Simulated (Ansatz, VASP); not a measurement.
# Two plane-wave programs on HfN

INCAR

```
PREC = Accurate
ENCUT = 520
EDIFF = 1E-6
ISMEAR = -1
SIGMA = 0.05
LREAL = F
LASPH = T
NELM = 150
ALGO = Normal
ISIF = 2
LWAVE = F
LCHARG = T
LMAXMIX = 4
LDAU = T
LDAUTYPE = 2
LDAUL = 2 -1
LDAUU = 1 0
LDAUJ = 0 0
LDAUPRINT = 1
GGA = PS
LELF = T
LVHAR = T
NBANDS = 14
```

The input KPOINTS:

```
regular mesh
0
Gamma
  9 9 9
```

The input POSCAR:

```
HfN
1.0
    0.0000000000      2.4548220000      2.4548220000
    2.4548220000      0.0000000000      2.4548220000
    2.4548220000      2.4548220000      0.0000000000
Hf N
1 1
Direct
    0.0000000000      0.0000000000      0.0000000000
    0.2500000000      0.2500000000      0.2500000000
```

Contents of input.yaml:

```yaml
crystal:
  lattice:
    - [0.0, 2.454822, 2.454822]
    - [2.454822, 0.0, 2.454822]
    - [2.454822, 2.454822, 0.0]
  atoms:
    - { symbol: Hf, position: [0.0, 0.0, 0.0] }
    - { symbol: "N", position: [0.25, 0.25, 0.25] }
hamiltonian:
  xc: pbesol
  pseudopotentials: { kind: paw }
  hubbard: { sites: [{ species: Hf, l: d, u_eff: 1.0 }] }
kpoints:
  mp_grid: { grid: [9, 9, 9] }
  band_path:
    path:
      - [[0.0, 0.0, 0.0], [0.5, 0.0, 0.5], [0.5, 0.25, 0.75], [0.375, 0.375, 0.75], [0.0, 0.0, 0.0], [0.5, 0.5, 0.5], [0.625, 0.25, 0.625], [0.5, 0.25, 0.75], [0.5, 0.5, 0.5], [0.375, 0.375, 0.75]]
      - [[0.625, 0.25, 0.625], [0.5, 0.0, 0.5]]
    npoints: 14
scf:
  occupations: { method: fermi_dirac, width: 0.05 }
  n_extra_bands: 6
output:
  forces: true
  stress: true
  eigenvalues: true
  fatbands: false
```

Alike in both runs: functional PBEsol; k mesh 9 × 9 × 9; occupations fermi-dirac, width 0.05 eV; no spin polarisation; Hubbard terms Hf d U = 1.0 eV.

|  | VASP | Ansatz |
| --- | --- | --- |
| version | VASP 6.6.1 | Ansatz 0.2.0 |
| potentials or method | VASP PAW PBE potentials, release 64 (Hf_pv, N) | Ansatz PAW |
| plane-wave cutoff (eV) | 520 | 420 |
| valence electrons in the cell | 15 | 31 |
| task | single point | band structure |

VASP gave:

| Property | Result |
| --- | --- |
| gap on the k mesh at the Fermi level (eV) | none |
| pressure (GPa) | -3.0 |

Q: Which values does Ansatz return?

A: gap on the k mesh at the Fermi level (eV): none; pressure (GPa): -3.7.

VASP's potentials were made for PBE, not for PBEsol. The programs project onto different local orbitals, so the same U acts differently, and such runs can settle in different states. A gap of «none» marks a metal or a gap that the smearing closes. VASP's potentials hold 15 valence electrons a cell and Ansatz's 31, so a difference there can come from the potentials and not from the codes.

Spin-orbit coupling is off throughout.
